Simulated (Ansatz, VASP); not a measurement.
One calculation of Ga2O3, two programs

```
CELL_PARAMETERS angstrom
2.50000 1.44338 4.49000
-2.50000 1.44338 4.49000
0.00000 -2.88675 4.49000
ATOMIC_POSITIONS crystal
Ga 0.35500 0.35500 0.35500
Ga 0.14500 0.14500 0.14500
Ga 0.64500 0.64500 0.64500
Ga 0.85500 0.85500 0.85500
O 0.55500 0.94500 0.25000
O 0.25000 0.55500 0.94500
O 0.94500 0.25000 0.55500
O 0.44500 0.05500 0.75000
O 0.75000 0.44500 0.05500
O 0.05500 0.75000 0.44500
```

Alike in both runs: task single point; functional PBE; k mesh 6 × 6 × 6; occupations gaussian, width 0.1 eV; no spin polarisation.

|  | VASP | Ansatz |
| --- | --- | --- |
| version | VASP 6.6.1 | Ansatz 0.2.0 |
| potentials or method | VASP PAW PBE potentials, release 64 (Ga_d, O), cutoff 600 eV | scalar-relativistic, plane waves, PAW |
| valence electrons in the cell | 88 | 88 |

```tsv
	VASP	Ansatz	Ansatz less VASP
gap on the k mesh at the Fermi level (eV)	2.76	2.77	+0.012
least direct gap on the mesh (eV)	3.01	3.03	+0.012
pressure (GPa)	8.2	7.5	-0.71
traceless stress, the component that is largest in VASP (GPa)	-0.29	-0.22	+0.073
rms of the force components (eV/Å)	0.068	0.067	-0.0013
```

Atom by atom the forces differ by 0.006 eV/Å (rms over components).
